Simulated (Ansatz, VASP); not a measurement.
# One calculation of PbS, two programs

```
Pb S
1.0
     0.00000    2.96500    2.96500
     2.96500    0.00000    2.96500
     2.96500    2.96500    0.00000
Pb S
1 1
Direct
  0.00000 0.00000 0.01491
  0.50000 0.50000 0.50000
```

Change from the starting cell: all Pb atoms moved +0.062 Å, as atom 1 along Cartesian [1 1 0].

Alike in both runs: task single point; functional PBE; k mesh 10 × 10 × 10; occupations gaussian, width 0.03 eV; no spin polarisation.

```csv
,VASP,Ansatz
version,VASP 6.6.1,Ansatz 0.2.0
potentials or method,"VASP PAW PBE potentials, release 64 (Pb_d, S), cutoff 520 eV","scalar-relativistic, plane waves, PAW"
valence electrons in the cell,20,20
```

VASP gave:

```
gap on the k mesh at the Fermi level (eV)                     : 0.37
least direct gap on the mesh (eV)                             : 0.37
pressure (GPa)                                                : 2.3
traceless stress, the component that is largest in VASP (GPa) : -0.05
rms of the force components (eV/Å)                            : 0.022
```

Question: Estimate Ansatz's values.

Answer: gap on the k mesh at the Fermi level (eV): 0.36; least direct gap on the mesh (eV): 0.36; pressure (GPa): 2.3; traceless stress, the component that is largest in VASP (GPa): -0.05; rms of the force components (eV/Å): 0.022.

Atom by atom the forces differ by 0.000 eV/Å (rms over components). With one functional, cell and mesh, what is left measures potentials, basis and numerics.

Neither program's run includes spin-orbit coupling.
